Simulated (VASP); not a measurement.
# Ca in VASP: single point with PBE

Aim: the single point of Ca with PBE.

All numbers are computed with VASP 6.6.1; they aren't measurements. Logs are shortened: lines on timing, memory, paths and dates and some standing lists are left out, and cuts for length are marked.

## 1. The cell of the first run

The cell holds a slab with vacuum, 6 atoms: a = 4.386 Å, b = 4.386 Å, c = 30.964 Å, α = 90.00°, β = 90.00°, γ = 90.00°.

## 2. Single point, PBE

The input, INCAR:

```
SYSTEM = Ca
ALGO     = Normal         ! electronic algorithm
DIPOL    = 0.5 0.5 0.500
EDIFF    = 1E-6           ! SCF threshold, eV
ENCUT    = 520            ! plane-wave cutoff, eV
GGA      = PE             ! functional
IDIPOL   = 3            
ISIF     = 2              ! what is computed and relaxed
ISMEAR   = -1             ! smearing method
LASPH    = .TRUE.         ! aspherical terms in the spheres
LCHARG   = .FALSE.        ! write CHGCAR
LDIPOL   = .TRUE.       
LREAL    = .FALSE.        ! projectors in reciprocal space
LWAVE    = .FALSE.        ! write WAVECAR
NBANDS   = 39             ! bands
NELM     = 100            ! most SCF steps
PREC     = Accurate       ! precision mode
SIGMA    = 0.05           ! smearing width, eV
```

The input, KPOINTS:

```
k-points
0
G
  9 9 1
  0 0 0
```

The input, POSCAR:

```
Ca
1.0
    4.3855240518      0.0000000000      0.0000000000
    0.0000000000      4.3855240518      0.0000000000
    0.0000000000      0.0000000000     30.9638000000
Ca
6
Direct
    0.2500000000      0.2500000000      0.3233457180
    0.7500000000      0.7500000000      0.3951877634
    0.2500000000      0.2500000000      0.4645201000
    0.7500000000      0.7500000000      0.5354799564
    0.2500000000      0.2500000000      0.6048121998
    0.7500000000      0.7500000000      0.6766542622
```

Potentials or basis: VASP PAW PBE potentials, release 64 (Ca_sv).

The run is started by

```bash
cat potpaw_PBE.64/Ca_sv/POTCAR > POTCAR
mpirun -np 1 vasp_std > vasp.out
```

OUTCAR:

```text
SYSTEM = Ca
   EDIFF = 1E-6
   ENCUT = 520
   GGA = PE
   ISIF = 2
   ISMEAR = -1
   LASPH = .TRUE.
   LREAL = .FALSE.
   NELM = 100
   PREC = Accurate

 ion  position               nearest neighbor table
   1  0.250  0.250  0.323-
   2  0.750  0.750  0.395-
   3  0.250  0.250  0.465-
   4  0.750  0.750  0.535-
   5  0.250  0.250  0.605-
   6  0.750  0.750  0.677-

  LATTYP: Found a simple tetragonal cell.
 ALAT       =     4.3855240518
 C/A-ratio  =     7.0604560901

  Lattice vectors:

 A1 = (   4.3855240518,   0.0000000000,   0.0000000000)
 A2 = (   0.0000000000,   4.3855240518,   0.0000000000)
 A3 = (   0.0000000000,   0.0000000000,  30.9638000000)

Analysis of symmetry for initial positions (statically):
=====================================================================
 Subroutine PRICEL returns:
 Original cell was already a primitive cell.

 Routine SETGRP: Setting up the symmetry group for a
 simple tetragonal supercell.

 Subroutine GETGRP returns: Found 16 space group operations
 (whereof  4 operations were pure point group operations)
 out of a pool of 16 trial point group operations.

The static configuration has the point symmetry C_2h.
 The point group associated with its full space group is D_4h.

Analysis of symmetry for dynamics (positions and initial velocities):
=====================================================================
 Subroutine PRICEL returns:
 Original cell was already a primitive cell.

 Routine SETGRP: Setting up the symmetry group for a
 simple tetragonal supercell.

 Subroutine GETGRP returns: Found 16 space group operations
 (whereof  4 operations were pure point group operations)
 out of a pool of 16 trial point group operations.

The dynamic configuration has the point symmetry C_2h.
 The point group associated with its full space group is D_4h.

 Subroutine INISYM returns: Found 16 space group operations
 (whereof  4 operations are pure point group operations),
 and found     1 'primitive' translations

----------------------------------------------------------------------------------------

                                     Primitive cell

  volume of cell :     595.5212

  direct lattice vectors                    reciprocal lattice vectors
     4.385524052  0.000000000  0.000000000     0.228022920  0.000000000  0.000000000
     0.000000000  4.385524052  0.000000000     0.000000000  0.228022920  0.000000000
     0.000000000  0.000000000 30.963800000     0.000000000  0.000000000  0.032295778

  length of vectors
     4.385524052  4.385524052 30.963800000     0.228022920  0.228022920  0.032295778

  position of ions in fractional coordinates (direct lattice)
     0.250000000  0.250000000  0.323345718
     0.750000000  0.750000000  0.395187763
     0.250000000  0.250000000  0.464520100
     0.750000000  0.750000000  0.535479956
     0.250000000  0.250000000  0.604812200
     0.750000000  0.750000000  0.676654262

  ion indices of the primitive-cell ions
   primitive index   ion index
                 1           1
                 2           2
                 3           3
                 4           4
                 5           5
                 6           6

----------------------------------------------------------------------------------------

 KPOINTS: k-points

Automatic generation of k-mesh.
 Grid dimensions read from file:
 generate k-points for:    9    9    1

 Generating k-lattice:

  Cartesian coordinates                     Fractional coordinates (reciprocal lattice)
     0.025335880  0.000000000  0.000000000     0.111111111  0.000000000  0.000000000
     0.000000000  0.025335880  0.000000000     0.000000000  0.111111111  0.000000000
     0.000000000  0.000000000  0.032295778     0.000000000  0.000000000  1.000000000

  Length of vectors
     0.025335880  0.025335880  0.032295778

  Shift w.r.t. Gamma in fractional coordinates (k-lattice)
     0.000000000  0.000000000  0.000000000

 Subroutine IBZKPT returns following result:
 ===========================================

 Found     15 irreducible k-points:

 Following reciprocal coordinates:
            Coordinates               Weight
  0.000000  0.000000  0.000000      1.000000
  0.111111  0.000000  0.000000      4.000000
  0.222222  0.000000  0.000000      4.000000
  0.333333  0.000000  0.000000      4.000000
  0.444444  0.000000  0.000000      4.000000
  0.111111  0.111111  0.000000      4.000000
  0.222222  0.111111  0.000000      8.000000
  0.333333  0.111111  0.000000      8.000000
  0.444444  0.111111  0.000000      8.000000
  0.222222  0.222222  0.000000      4.000000
  0.333333  0.222222  0.000000      8.000000
  0.444444  0.222222  0.000000      8.000000
  0.333333  0.333333  0.000000      4.000000
  0.444444  0.333333  0.000000      8.000000
  0.444444  0.444444  0.000000      4.000000
   k-points           NKPTS =     15   k-points in BZ     NKDIM =     15   number of bands    NBANDS=     39
   number of dos      NEDOS =    301   number of ions     NIONS =      6
   total plane-waves  NPLWV = 311040
   dimension x,y,z NGX =    36 NGY =   36 NGZ =  240
   dimension x,y,z NGXF=    72 NGYF=   72 NGZF=  480
   ions per type =               6
   NGX,Y,Z   is equivalent  to a cutoff of  13.65, 13.65, 12.89 a.u.
   NGXF,Y,Z  is equivalent  to a cutoff of  27.29, 27.29, 25.77 a.u.
 SYSTEM =  Ca
   PREC   = accura    normal or accurate (medium, high low for compatibility)
   ISTART =      0    job   : 0-new  1-cont  2-samecut
   ICHARG =      2    charge: 1-file 2-atom 10-const
   ISPIN  =      1    spin polarized calculation?
   LNONCOLLINEAR =      F non collinear calculations
   LSORBIT =      F    spin-orbit coupling
   LASPH  =      T    aspherical Exc in radial PAW
   ENCUT  =  520.0 eV  38.22 Ry    6.18 a.u.   8.15  8.15 57.57*2*pi/ulx,y,z
   NELM   =    100;   NELMIN=  2; NELMDL= -5     # of ELM steps
   EDIFF  = 0.1E-05   stopping-criterion for ELM
   LREAL  =      F    real-space projection
   EDIFFG = 0.1E-04   stopping-criterion for IOM
   NSW    =      0    number of steps for IOM
   IBRION =     -1    ionic relax: 0-MD 1-quasi-New 2-CG
   NFREE  =      0    steps in history (QN), initial steepest desc. (CG)
   ISIF   =      2    stress and relaxation
   ISYM   =      2    0-nonsym 1-usesym 2-fastsym
   POTIM  = 0.5000    time-step for ionic-motion
   TEBEG  =    0.0;   TEEND  =   0.0 temperature during run
   PSTRESS=    0.0 pullay stress
   NELECT =      60.0000    total number of electrons
   NUPDOWN=      -1.0000    fix difference up-down
   EMIN   =  10.00;   EMAX   =-10.00  energy-range for DOS
   EFERMI =   0.00;   METHOD = LEGACY
   ISMEAR =    -1;   SIGMA  =   0.05  broadening in eV -4-tet -1-fermi 0-gaus
   EFERMI_NEDOS =   21; number of points for ismear=-14 and -15
   IALGO  =     38    algorithm
   IMIX   =      4    mixing-type and parameters
     AMIX     =   0.40;   BMIX     =  1.00
     AMIX_MAG =   1.60;   BMIX_MAG =  1.00
  volume/ion in A,a.u.               =      99.25       669.80
  Fermi-wavevector in a.u.,A,eV,Ry     =   0.761774  1.439544  7.895456  0.580300
  Thomas-Fermi vector in A             =   1.861088
   LORBIT       =      0    0 simple, 1 ext, 2 COOP (PROOUT), +10 PAW based schemes
   GGA     = PE    functional components
   LHFCALC =     F    Hartree Fock is set to
   AEXX    =    0.0000 exact exchange contribution
   IVDW    =     0    specifies the selected vdW correction
   LEPSILON=     F    determine dielectric tensor
   LRPA    =     F    only Hartree local field effects (RPA)
 non-spin polarized calculation
  energy-cutoff  :      520.00
  volume of cell :      595.52
 maximum number of plane-waves:     16112
 NGX is ok and might be reduce to    36
   NGX = 17   NGY = 17   NGZ =115

 number of electron      60.0000014 magnetization

 dipolmoment           0.000000      0.000000      0.000000 electrons x Angstroem

 Free energy of the ion-electron system (eV)
  ---------------------------------------------------
  ext. energy  EPLUGINS =         0.00000000
  ---------------------------------------------------
  free energy    TOTEN  =       -10.40588279 eV

  energy without entropy =      -10.32426149  energy(sigma->0) =      -10.36507214

 E-fermi :  -0.6450     XC(G=0):  -3.9276

 val. band max:       -0.6479215650   @ k =   0.3333   0.3333   0.0000
 cond. band min:      -0.6431838770   @ k =   0.1111   0.1111   0.0000
 fundamental gap:      0.0047376879
 Fermi energy:        -0.6450282269

 k-point     1 :       0.0000    0.0000    0.0000
  band No.  band energies     occupation
      1     -43.4788      2.00000
      2     -43.4788      2.00000
      3     -42.6729      2.00000
      4     -42.6618      2.00000
      5     -42.6487      2.00000
      6     -42.6467      2.00000
[... 31 lines left out ...]
     38       1.3092      0.00000
     39       1.3376      0.00000

 k-point     2 :       0.1111    0.0000    0.0000
  band No.  band energies     occupation
      1     -43.4787      2.00000
      2     -43.4787      2.00000
      3     -42.6721      2.00000
      4     -42.6616      2.00000
      5     -42.6488      2.00000
      6     -42.6471      2.00000
[... 31 lines left out ...]
     38       1.2231      0.00000
     39       1.2824      0.00000

 k-point     3 :       0.2222    0.0000    0.0000
  band No.  band energies     occupation
      1     -43.4784      2.00000
      2     -43.4784      2.00000
      3     -42.6701      2.00000
      4     -42.6611      2.00000
      5     -42.6492      2.00000
      6     -42.6482      2.00000
[... 454 lines left out ...]
 k-point    14 :       0.4444    0.3333    0.0000
  band No.  band energies     occupation
      1     -43.4774      2.00000
      2     -43.4773      2.00000
      3     -42.6629      2.00000
      4     -42.6617      2.00000
      5     -42.6498      2.00000
      6     -42.6497      2.00000
[... 31 lines left out ...]
     38       0.1248      0.00000
     39       0.4296      0.00000

 k-point    15 :       0.4444    0.4444    0.0000
  band No.  band energies     occupation
      1     -43.4772      2.00000
      2     -43.4771      2.00000
      3     -42.6623      2.00000
      4     -42.6618      2.00000
      5     -42.6496      2.00000
      6     -42.6495      2.00000
[... 31 lines left out ...]
     38       0.0592      0.00000
     39       0.4751      0.00000

------------------------ aborting loop because EDIFF is reached ----------------------------------------

 vacuum level on the upper side and lower side of the slab       (xc-potential included)        -0.164        -0.164

  FORCE on cell =-STRESS in cart. coord.  units (eV):
  Direction    XX          YY          ZZ          XY          YZ          ZX
  --------------------------------------------------------------------------------------
  -------------------------------------------------------------------------------------
  Total       -1.5439136     -1.5439136     -0.0312985     -0.0000000      0.0000000      0.0000000
  in kB       -4.1537116     -4.1537116     -0.0842048     -0.0000000      0.0000000      0.0000000
  external PRESSURE =      -2.7972093 kB  Pullay stress =       0.0000000 kB

 VOLUME and BASIS-vectors are now :
 -----------------------------------------------------------------------------
  energy-cutoff  :      520.00
  volume of cell :      595.52
      direct lattice vectors                 reciprocal lattice vectors
     4.385524052  0.000000000  0.000000000     0.228022920  0.000000000  0.000000000
     0.000000000  4.385524052  0.000000000     0.000000000  0.228022920  0.000000000
     0.000000000  0.000000000 30.963800000     0.000000000  0.000000000  0.032295778

 POSITION                                       TOTAL-FORCE (eV/Angst)
 -----------------------------------------------------------------------------------
      1.09638      1.09638     10.01201         0.000000      0.000000     -0.002697
      3.28914      3.28914     12.23651        -0.000000     -0.000000      0.001154
      1.09638      1.09638     14.38331         0.000000     -0.000000      0.004236
      3.28914      3.28914     16.58049        -0.000000     -0.000000     -0.004236
      1.09638      1.09638     18.72728        -0.000000      0.000000     -0.001154
      3.28914      3.28914     20.95179        -0.000000     -0.000000      0.002697
 -----------------------------------------------------------------------------------
    total drift:                                0.000000      0.000000     -0.000009

  FREE ENERGIE OF THE ION-ELECTRON SYSTEM (eV)
  ---------------------------------------------------
  free  energy   TOTEN  =       -10.4058827924 eV

  energy  without entropy=      -10.3242614920  energy(sigma->0) =      -10.36507214

 vacuum level on the upper side and lower side of the slab         1.942         1.942
```

Wall time 16 min (1 thread of AMD EPYC 7R13, shared host); peak memory 0.71 GiB.

What came out:

* Free energy: -10.4059 eV
* Largest force: 0.004 eV/Å
* Band gap on the k mesh: zero (bands 30 and 31 overlap by 0.06 eV)

Forces in eV/Å, atoms in the order of the input:
```
Ca   0.000  0.000 -0.003
Ca   0.000  0.000  0.001
Ca   0.000  0.000  0.004
Ca   0.000  0.000 -0.004
Ca   0.000  0.000 -0.001
Ca   0.000  0.000  0.003
```

Levels at points of the mesh, in eV from the Fermi level:
| k point | band 26 | band 27 | band 28 | band 29 | band 30 | band 31 | band 32 | band 33 | band 34 | band 35 |
| --- | --- | --- | --- | --- | --- | --- | --- | --- | --- | --- |
| (0.00, 0.00, 0.00) | -3.37 | -2.58 | -1.62 | -0.71 | -0.11 | 0.13 | 0.41 | 0.80 | 0.82 | 0.90 |
